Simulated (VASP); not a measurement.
A run of VASP 6.6.1:

The input INCAR:

```
SYSTEM = Te2Mo
PREC = Accurate
ENCUT = 520
EDIFF = 1E-6
ISMEAR = -1
SIGMA = 0.05
LREAL = .False.
LASPH = .True.
NELM = 80
ALGO = Normal
ISIF = 2
LWAVE = .False.
LCHARG = .False.
GGA = B5
ALDAX = 1.0
AGGAX = 1.0
AGGAC = 1.0
ALDAC = 0.0
NBANDS = 64
```

File KPOINTS:

```
regular mesh
0
Gamma
  4 8 2
  0 0 0
```

The input POSCAR:

```
Te2Mo
1.0
    6.2875154984      0.0000000000      0.0000000000
    0.0000000000      3.4457174193      0.0000000000
   -0.9404401904      0.0000000000     13.7348181532
Te Mo
8 4
Direct
    0.9437000000      0.7500000000      0.6045000000
    0.0563000000      0.2500000000      0.3955000000
    0.9030000000      0.2500000000      0.8514000000
    0.0970000000      0.7500000000      0.1486000000
    0.4112000000      0.7500000000      0.8955000000
    0.5888000000      0.2500000000      0.1045000000
    0.4432000000      0.2500000000      0.6484000000
    0.5568000000      0.7500000000      0.3516000000
    0.8167000000      0.7500000000      0.9926000000
    0.1833000000      0.2500000000      0.0074000000
    0.6819000000      0.2500000000      0.4934000000
    0.3181000000      0.7500000000      0.5066000000
```

Potentials or basis: VASP PAW PBE potentials, release 64 (Te, Mo_sv).

Command:

```bash
$ cat potpaw_PBE.64/Te/POTCAR potpaw_PBE.64/Mo_sv/POTCAR > POTCAR
$ mpirun -np 1 vasp_std > vasp.out
```

Hardware: 1 thread of Intel(R) Xeon(R) 6975P-C (Granite Rapids) (shared host).

Task: Estimate the wall time of this run.

Result: It took 6.5 min on 1 thread of Intel(R) Xeon(R) 6975P-C (Granite Rapids) (shared host), peak memory 0.64 GiB. Counts: scf iterations 17, k points 30.
